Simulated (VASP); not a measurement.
# PtSe2 (P-3m1) in VASP: a series of runs

Aim: see how the results for PtSe2 move with the level of theory and the settings. Levels: PBEsol, LDA, revPBE+D4. Tasks: relaxation of cell and atoms, single point.

Everything below comes from runs of VASP 6.6.1. Logs are shortened: lines on timing, memory, paths and dates and some standing lists are left out, and cuts for length are marked.

**1. The cell of the first run**

The structure is trigonal, space group P-3m1 (No. 164). The conventional cell has a = 3.724 Å, b = 3.724 Å, c = 5.062 Å, α = 90.00°, β = 90.00°, γ = 120.00°. Within 3.3 Å of Pt (site symmetry -3m) lie 6 Se at 2.49 Å. Within 3.4 Å of Se (site symmetry 3m) lie 3 Pt at 2.49 Å and 6 Se at 3.32 Å.

**2. Relaxation of cell and atoms, PBEsol, target pressure 30 GPa, at which the enthalpy is minimised**

INCAR

```
SYSTEM = PtSe2
PREC = Accurate
ENCUT = 600
EDIFF = 1E-7
ISMEAR = -1
SIGMA = 0.05
LREAL = .FALSE.
LASPH = .TRUE.
NELM = 80
ALGO = Normal
ISIF = 3
LWAVE = .FALSE.
LCHARG = .FALSE.
GGA = PS
IBRION = 2
NSW = 80
EDIFFG = -0.005
PSTRESS = 300.0
```

KPOINTS

```
regular mesh
0
G
  8 8 5
  0 0 0
```

POSCAR

```
PtSe2
1.0
    3.7240000000      0.0000000000      0.0000000000
   -1.8620000000      3.2250786037      0.0000000000
    0.0000000000      0.0000000000      5.0620000000
Pt Se
1 2
Direct
    0.0000000000      0.0000000000      0.0000000000
    0.6666666667      0.3333333333      0.7500000000
    0.3333333333      0.6666666667      0.2500000000
```

Potentials or basis: VASP PAW PBE potentials, release 64 (Pt, Se).

Launch:

```console
> cat potpaw_PBE.64/Pt/POTCAR potpaw_PBE.64/Se/POTCAR > POTCAR
> mpirun -np 1 vasp_std > vasp.out
```

OUTCAR:

```text
SYSTEM = PtSe2
   PREC = Accurate
   ENCUT = 600
   EDIFF = 1E-7
   ISMEAR = -1
   LREAL = .FALSE.
   LASPH = .TRUE.
   NELM = 80
   ISIF = 3
   GGA = PS
   IBRION = 2
   NSW = 80
   EDIFFG = -0.005
   PSTRESS = 300.0

 ion  position               nearest neighbor table
   1  0.000  0.000  0.000-   2 2.49   3 2.49   2 2.49   3 2.49   2 2.49   3 2.49
   2  0.667  0.333  0.750-   1 2.49   1 2.49   1 2.49
   3  0.333  0.667  0.250-   1 2.49   1 2.49   1 2.49

  LATTYP: Found a hexagonal cell.
 ALAT       =     3.7240000000
 C/A-ratio  =     1.3592910849

  Lattice vectors:

 A1 = (   3.7240000000,   0.0000000000,   0.0000000000)
 A2 = (  -1.8620000000,   3.2250786037,   0.0000000000)
 A3 = (   0.0000000000,   0.0000000000,   5.0620000000)

Analysis of symmetry for initial positions (statically):
=====================================================================
 Subroutine PRICEL returns:
 Original cell was already a primitive cell.

 Routine SETGRP: Setting up the symmetry group for a
 hexagonal supercell.

 Subroutine GETGRP returns: Found 12 space group operations
 (whereof 12 operations were pure point group operations)
 out of a pool of 24 trial point group operations.

The static configuration has the point symmetry D_3d.

Analysis of symmetry for dynamics (positions and initial velocities):
=====================================================================
 Subroutine PRICEL returns:
 Original cell was already a primitive cell.

 Routine SETGRP: Setting up the symmetry group for a
 hexagonal supercell.

 Subroutine GETGRP returns: Found 12 space group operations
 (whereof 12 operations were pure point group operations)
 out of a pool of 24 trial point group operations.

The dynamic configuration has the point symmetry D_3d.

 Subroutine INISYM returns: Found 12 space group operations
 (whereof 12 operations are pure point group operations),
 and found     1 'primitive' translations

----------------------------------------------------------------------------------------

                                     Primitive cell

  volume of cell :      60.7956

  direct lattice vectors                    reciprocal lattice vectors
     3.724000000  0.000000000  0.000000000     0.268528464  0.155034981  0.000000000
    -1.862000000  3.225078604  0.000000000     0.000000000  0.310069962  0.000000000
     0.000000000  0.000000000  5.062000000     0.000000000  0.000000000  0.197550375

  length of vectors
     3.724000000  3.724000000  5.062000000     0.310069962  0.310069962  0.197550375

  position of ions in fractional coordinates (direct lattice)
     0.000000000  0.000000000  0.000000000
     0.666666667  0.333333333  0.750000000
     0.333333333  0.666666667  0.250000000

  ion indices of the primitive-cell ions
   primitive index   ion index
                 1           1
                 2           2
                 3           3

----------------------------------------------------------------------------------------

 KPOINTS: regular mesh

Automatic generation of k-mesh.
 Grid dimensions read from file:
 generate k-points for:    8    8    5

 Generating k-lattice:

  Cartesian coordinates                     Fractional coordinates (reciprocal lattice)
     0.033566058  0.019379373  0.000000000     0.125000000  0.000000000  0.000000000
     0.000000000  0.038758745  0.000000000     0.000000000  0.125000000  0.000000000
     0.000000000  0.000000000  0.039510075     0.000000000  0.000000000  0.200000000

  Length of vectors
     0.038758745  0.038758745  0.039510075

  Shift w.r.t. Gamma in fractional coordinates (k-lattice)
     0.000000000  0.000000000  0.000000000

 Subroutine IBZKPT returns following result:
 ===========================================

 Found     40 irreducible k-points:

 Following reciprocal coordinates:
            Coordinates               Weight
  0.000000  0.000000  0.000000      1.000000
  0.125000 -0.000000  0.000000      6.000000
  0.250000 -0.000000  0.000000      6.000000
  0.375000  0.000000  0.000000      6.000000
  0.500000 -0.000000  0.000000      3.000000
  0.125000  0.125000  0.000000      6.000000
[... 16 lines left out ...]
 -0.125000  0.500000  0.200000     12.000000
  0.250000  0.250000  0.200000     12.000000
 [... further k-points ...]
   k-points           NKPTS =     40   k-points in BZ     NKDIM =     40   number of bands    NBANDS=     15
   number of dos      NEDOS =    301   number of ions     NIONS =      3
   total plane-waves  NPLWV =  36000
   dimension x,y,z NGX =    30 NGY =   30 NGZ =   40
   dimension x,y,z NGXF=    60 NGYF=   60 NGZF=   80
   ions per type =               1   2
   NGX,Y,Z   is equivalent  to a cutoff of  13.39, 13.39, 13.14 a.u.
   NGXF,Y,Z  is equivalent  to a cutoff of  26.79, 26.79, 26.27 a.u.
 SYSTEM =  PtSe2
   PREC   = accura    normal or accurate (medium, high low for compatibility)
   ISTART =      0    job   : 0-new  1-cont  2-samecut
   ICHARG =      2    charge: 1-file 2-atom 10-const
   ISPIN  =      1    spin polarized calculation?
   LNONCOLLINEAR =      F non collinear calculations
   LSORBIT =      F    spin-orbit coupling
   LASPH  =      T    aspherical Exc in radial PAW
   ENCUT  =  600.0 eV  44.10 Ry    6.64 a.u.   7.44  7.44 10.11*2*pi/ulx,y,z
   NELM   =     80;   NELMIN=  2; NELMDL= -5     # of ELM steps
   EDIFF  = 0.1E-06   stopping-criterion for ELM
   LREAL  =      F    real-space projection
   EDIFFG = -.5E-02   stopping-criterion for IOM
   NSW    =     80    number of steps for IOM
   IBRION =      2    ionic relax: 0-MD 1-quasi-New 2-CG
   NFREE  =      1    steps in history (QN), initial steepest desc. (CG)
   ISIF   =      3    stress and relaxation
   ISYM   =      2    0-nonsym 1-usesym 2-fastsym
   POTIM  = 0.5000    time-step for ionic-motion
   TEBEG  =    0.0;   TEEND  =   0.0 temperature during run
   PSTRESS=  300.0 pullay stress
   NELECT =      22.0000    total number of electrons
   NUPDOWN=      -1.0000    fix difference up-down
   EMIN   =  10.00;   EMAX   =-10.00  energy-range for DOS
   EFERMI =   0.00;   METHOD = LEGACY
   ISMEAR =    -1;   SIGMA  =   0.05  broadening in eV -4-tet -1-fermi 0-gaus
   EFERMI_NEDOS =   21; number of points for ismear=-14 and -15
   IALGO  =     38    algorithm
   IMIX   =      4    mixing-type and parameters
     AMIX     =   0.40;   BMIX     =  1.00
     AMIX_MAG =   1.60;   BMIX_MAG =  1.00
  volume/ion in A,a.u.               =      20.27       136.76
  Fermi-wavevector in a.u.,A,eV,Ry     =   1.166608  2.204570 18.517184  1.360975
  Thomas-Fermi vector in A             =   2.303119
   LORBIT       =      0    0 simple, 1 ext, 2 COOP (PROOUT), +10 PAW based schemes
   GGA     = PS    functional components
   LHFCALC =     F    Hartree Fock is set to
   AEXX    =    0.0000 exact exchange contribution
   IVDW    =     0    specifies the selected vdW correction
   LEPSILON=     F    determine dielectric tensor
   LRPA    =     F    only Hartree local field effects (RPA)
 conjugate gradient relaxation of ions
 non-spin polarized calculation
  energy-cutoff  :      600.00
  volume of cell :       60.80
 maximum number of plane-waves:      2057
 NGX is ok and might be reduce to    30
   NGX = 15   NGY = 15   NGZ = 21

--------------------------------------- Ionic step        1  -------------------------------------------

 number of electron      22.0000000 magnetization

 Free energy of the ion-electron system (eV)
  ---------------------------------------------------
  ext. energy  EPLUGINS =         0.00000000
  ---------------------------------------------------
  free energy    TOTEN  =       -15.88836956 eV

  energy without entropy =      -15.88222013  energy(sigma->0) =      -15.88529485

------------------------ aborting loop because EDIFF is reached ----------------------------------------

  FORCE on cell =-STRESS in cart. coord.  units (eV):
  Direction    XX          YY          ZZ          XY          YZ          ZX
  --------------------------------------------------------------------------------------
  -------------------------------------------------------------------------------------
  Total        1.0288071      1.0288071      0.4863652      0.0000000     -0.0000000      0.0000000
  in kB       27.1126787     27.1126787     12.8174302      0.0000000     -0.0000000      0.0000000
  external PRESSURE =    -277.6524042 kB  Pullay stress =     300.0000000 kB
[... 100 lines left out ...]
  energy  without entropy=      -15.3497974910  energy(sigma->0) =      -15.35270411

  enthalpy is  TOTEN    =        -5.2882416743 eV   P V=       10.0673690576

 E-fermi :  10.1537     XC(G=0): -12.2899

 val. band max:       10.1088321652   @ k =   0.0000   0.1250   0.4000
 cond. band min:      10.2583904035   @ k =   0.0000   0.0000   0.2000
 fundamental gap:      0.1495582383
 Fermi energy:        10.1536584818

 k-point     1 :       0.0000    0.0000    0.0000
  band No.  band energies     occupation
      1      -7.8391      2.00000
      2      -2.4214      2.00000
      3       1.1228      2.00000
      4       2.6270      2.00000
      5       2.6270      2.00000
      6       5.5157      2.00000
      7       5.5157      2.00000
      8       7.0982      2.00000
      9       9.0867      2.00000
     10       9.0867      2.00000
     11      10.4617      0.00421
     12      10.4617      0.00421
     13      11.0012      0.00000
     14      13.1543      0.00000
[... 403 lines left out ...]
      4       2.1868      2.00000
      5       2.8698      2.00000
      6       4.4763      2.00000
      7       4.8728      2.00000
      8       6.2494      2.00000
      9       6.4178      2.00000
     10       7.4710      2.00000
     11       8.6985      2.00000
     12      10.9544      0.00000
     13      12.3839      0.00000
     14      15.5883      0.00000
     15      17.0024      0.00000

 [... further k-points ...]

[... ionic steps 4 to 16 ...]

--------------------------------------- Ionic step       17  -------------------------------------------

 number of electron      22.0000002 magnetization

------------------------ aborting loop because EDIFF is reached ----------------------------------------
[... 73 lines left out ...]
--------------------------------------- Ionic step       19  -------------------------------------------

 number of electron      22.0000002 magnetization

 Free energy of the ion-electron system (eV)
  ---------------------------------------------------
  ext. energy  EPLUGINS =         0.00000000
  ---------------------------------------------------
  free energy    TOTEN  =       -15.07431523 eV

  energy without entropy =      -15.06920170  energy(sigma->0) =      -15.07175847

 E-fermi :   9.6499     XC(G=0): -12.1838

 val. band max:        9.5837796104   @ k =   0.0000   0.3750   0.4000
 cond. band min:       9.6539647798   @ k =   0.0000   0.2500   0.4000
 fundamental gap:      0.0701851694
 Fermi energy:         9.6498592618

 k-point     1 :       0.0000    0.0000    0.0000
  band No.  band energies     occupation
      1      -7.9846      2.00000
      2      -2.4864      2.00000
      3       1.2254      2.00000
      4       2.2791      2.00000
      5       2.2791      2.00000
      6       5.3140      2.00000
      7       5.3140      2.00000
      8       6.9952      2.00000
      9       8.5552      2.00000
     10       8.5552      2.00000
     11       9.9931      0.00209
     12       9.9931      0.00209
     13      10.4497      0.00000
     14      12.7317      0.00000
[... 449 lines left out ...]
  energy  without entropy=      -15.0692016974  energy(sigma->0) =      -15.07175847

  enthalpy is  TOTEN    =        -6.1692494609 eV   P V=        8.9050657741

 reached required accuracy - stopping structural energy minimisation
```

Wall time 5.4 min (1 thread of Intel Xeon 6975P-C (Granite Rapids), shared host); peak memory 0.23 GiB.

Results:

```yaml
Free_energy: -15.0743 eV
Relaxed_volume: 15.85 Å³/atom
Relaxed_cell: a = 3.628 Å, b = 3.628 Å, c = 4.173 Å, α = 90.00°, β = 90.00°, γ = 120.00°
Space_group_after_relaxing_to_0.1_Å: P-3m1 (No. 164)
Energy_change_on_relaxing_the_run_minimises_the_enthalpy: +271.4 meV/atom
Ionic_steps: 19
Pressure_after_relaxing: 30.0 GPa
Band_gap_on_the_k_mesh: zero (bands 11 and 12 overlap by 0.41 eV)
```

Step by step:
```tsv
step	energy change (eV)	largest force (eV/Å)	pressure (GPa)	volume (Å³)
1	0.0000	0.3560	2.23	60.80
2	13.3182	16.3716	272.92	34.83
3	0.5328	2.2647	24.82	53.77
4	0.6595	2.5369	28.36	52.98
5	0.7482	2.7162	30.73	52.49
6	0.7503	1.5895	32.65	49.25
7	1.1757	0.0822	39.39	46.00
8	1.0266	0.4672	37.15	46.74
9	1.0666	0.3177	37.75	46.52
10	0.3971	1.2919	11.01	51.32
11	0.7935	0.2192	29.16	47.78
12	0.8011	0.2034	29.43	47.74
13	0.7982	0.1153	29.60	47.68
14	0.8093	0.0072	29.92	47.58
15	0.8100	0.0112	29.94	47.58
16	0.8191	0.0084	30.17	47.53
17	0.8143	0.0101	30.04	47.56
18	0.8138	0.0082	29.97	47.56
19	0.8141	0.0008	30.00	47.56
```

Final structure:
```yaml
crystal:
  lattice:
    - [3.62767, 0.00000, 0.00000]
    - [-1.81383, 3.14165, 0.00000]
    - [0.00000, 0.00000, 4.17293]
  atoms:
    - { symbol: Pt, position: [0.00000, 0.00000, 0.00000] }
    - { symbol: Se, position: [0.66667, 0.33333, 0.70633] }
    - { symbol: Se, position: [0.33333, 0.66667, 0.29367] }
```

Caveat: the cell is relaxed towards a set pressure, so the run minimises the enthalpy, not the energy; the volume moved by over 15 % at a fixed basis, so the end points are rough; the PAW data sets were made with another functional, which shifts forces and pressure a little; spin-orbit coupling is left out, which moves the levels of the heavy elements.

**3. Single point, LDA**

This run uses another cell than the first one, of 19.05 Å³/atom.

INCAR

```
PREC     = Accurate       # precision mode
ENCUT    = 520            # plane-wave cutoff, eV
EDIFF    = 1E-6           # SCF threshold, eV
ISMEAR   = -1             # smearing method
SIGMA    = 0.05           # smearing width, eV
LREAL    = False          # projectors in reciprocal space
LASPH    = True           # aspherical terms in the spheres
NELM     = 100            # most SCF steps
ALGO     = Normal         # electronic algorithm
ISIF     = 2              # what is computed and relaxed
LWAVE    = False          # write WAVECAR
LCHARG   = False          # write CHGCAR
GGA      = CA             # functional
NBANDS   = 18             # bands
```

KPOINTS

```
regular mesh
0
Gamma
  8 8 5
```

POSCAR

```
PtSe2
1.0
    3.6479786689      0.0000000000      0.0000000000
   -1.8239893344      3.1592421997      0.0000000000
    0.0000000000      0.0000000000      4.9586648823
Pt Se
1 2
Direct
    0.0000000000      0.0000000000      0.0000000000
    0.6666666667      0.3333333333      0.7500000000
    0.3333333333      0.6666666667      0.2500000000
```

Potentials or basis: VASP PAW LDA potentials, release 64 (Pt, Se).

Launch:

```console
> cat potpaw_LDA.64/Pt/POTCAR potpaw_LDA.64/Se/POTCAR > POTCAR
> mpirun -np 1 vasp_std > vasp.out
```

It took 15 s on 1 thread of Intel Xeon 6975P-C (Granite Rapids), shared host; peak memory 0.18 GiB.

The run converged. Its results:

```yaml
Free_energy: -16.9585 eV
Pressure: 9.6 GPa
Largest_force: 1.112 eV/Å
Band_gap_on_the_k_mesh: zero (bands 11 and 12 overlap by 0.34 eV)
```

Forces in eV/Å, atoms in the order of the input:
```
Pt   0.000  0.000  0.000
Se   0.000  0.000 -1.112
Se   0.000  0.000  1.112
```

Stress tensor (GPa, compression positive):
```
11.21  0.00  0.00
 0.00 11.21  0.00
 0.00  0.00  6.43
```

Levels at points of the mesh, in eV from the Fermi level:
```tsv
k point	band 9	band 10	band 11	band 12	band 13	band 14
(0.00, 0.00, 0.00)	-1.18	-1.18	0.37	1.51	1.51	3.34
(0.50, 0.00, 0.00)	-3.87	-3.77	-3.18	0.62	2.53	4.87
```

Caveat: the cell stands under pressure; spin-orbit coupling is left out, which moves the levels of the heavy elements; forces of over 1 eV/Å act on the atoms, so gaps and moduli don't describe the material at rest.

**4. Single point, revPBE+D4**

This run uses another cell than the first one, of 19.28 Å³/atom.

INCAR

```
SYSTEM = PtSe2
PREC     = Accurate       ! precision mode
ENCUT    = 520            ! plane-wave cutoff, eV
EDIFF    = 1E-6           ! SCF threshold, eV
ISMEAR   = -1             ! smearing method
SIGMA    = 0.05           ! smearing width, eV
LREAL    = .False.        ! projectors in reciprocal space
LASPH    = .True.         ! aspherical terms in the spheres
NELM     = 100            ! most SCF steps
ALGO     = Normal         ! electronic algorithm
ISIF     = 2              ! what is computed and relaxed
LWAVE    = .False.        ! write WAVECAR
LCHARG   = .True.         ! write CHGCAR
GGA      = RE             ! functional
IVDW     = 13             ! dispersion correction
LELF     = .True.         ! ELF
LVHAR    = .True.       
NBANDS   = 18             ! bands
```

KPOINTS

```
Automatic mesh
0
Gamma
  8 8 5
  0 0 0
```

POSCAR

```
PtSe2
1.0
    3.7597890822      0.0000000000      0.0000000000
   -1.8798945411      3.2560728581      0.0000000000
    0.0000000000      0.0000000000      4.7250358502
Pt Se
1 2
Direct
    0.0000000000      0.0000000000      0.0000000000
    0.6666666667      0.3333333333      0.7282896887
    0.3333333333      0.6666666667      0.2717103113
```

Potentials or basis: VASP PAW PBE potentials, release 64 (Pt, Se).

Launch:

```console
> cat potpaw_PBE.64/Pt/POTCAR potpaw_PBE.64/Se/POTCAR > POTCAR
> mpirun -np 1 vasp_std > vasp.out
```

Run time: 17 s. Hardware: 1 thread of Intel Xeon 6975P-C (Granite Rapids), shared host; peak memory 0.2 GiB.

The run converged. Its results:

```
Free energy                : -15.6907 eV
Pressure                   : 0.0 GPa
Largest force              : 0.008 eV/Å
Band gap on the k mesh     : zero (bands 11 and 12 overlap by 0.92 eV)
Dispersion energy per atom : -0.921 eV
```

Forces in eV/Å, atoms in the order of the input:
```
Pt   0.000  0.000  0.000
Se   0.000  0.000 -0.008
Se   0.000  0.000  0.008
```

Levels at points of the mesh, in eV from the Fermi level:
```csv
k point,band 9,band 10,band 11,band 12,band 13,band 14
"(0.00, 0.00, 0.00)",-1.06,-1.06,0.82,0.87,0.87,3.26
"(0.50, 0.00, 0.00)",-3.39,-3.33,-3.00,0.41,2.57,5.16
```

Caveat: the PAW data sets were made with another functional, which shifts forces and pressure a little; spin-orbit coupling is left out, which moves the levels of the heavy elements.

**5. Summary**

```tsv
task	level	potentials or basis	cell	cutoff (eV)	gap on the mesh (eV)	pressure (GPa)	largest force (eV/Å)
relaxation of cell and atoms	PBEsol	VASP PAW PBE potentials, release 64 (Pt, Se)	relaxed to 30 GPa from a = 3.724, b = 3.724, c = 5.062 Å, angles 90.0, 90.0, 120.0°, 3 atoms, atomic positions A	600	none	30.0	-
single point	LDA	VASP PAW LDA potentials, release 64 (Pt, Se)	a = 3.648, b = 3.648, c = 4.959 Å, angles 90.0, 90.0, 120.0°, 3 atoms, atomic positions A	520	none	9.6	1.11
single point	revPBE+D4	VASP PAW PBE potentials, release 64 (Pt, Se)	a = 3.760, b = 3.760, c = 4.725 Å, angles 90.0, 90.0, 120.0°, 3 atoms, atomic positions B	520	none	0.0	0.01
```

Alike in all rows: no spin polarisation; k mesh 8 × 8 × 5; smearing fermi-dirac 0.05 eV.

Caveats: spin-orbit coupling is left out, which moves the levels of the heavy elements; the PAW data sets were made with another functional, which shifts forces and pressure a little (at least some runs); the cell is relaxed towards a set pressure, so the run minimises the enthalpy, not the energy (at least some runs); the volume moved by over 15 % at a fixed basis, so the end points are rough (at least some runs); the cell stands under pressure (at least some runs); forces of over 1 eV/Å act on the atoms, so gaps and moduli don't describe the material at rest (at least some runs).

Absolute energies hang on the potentials; compare differences alone.

The gap in the log of VASP goes by the Fermi energy; the results here count the filled bands.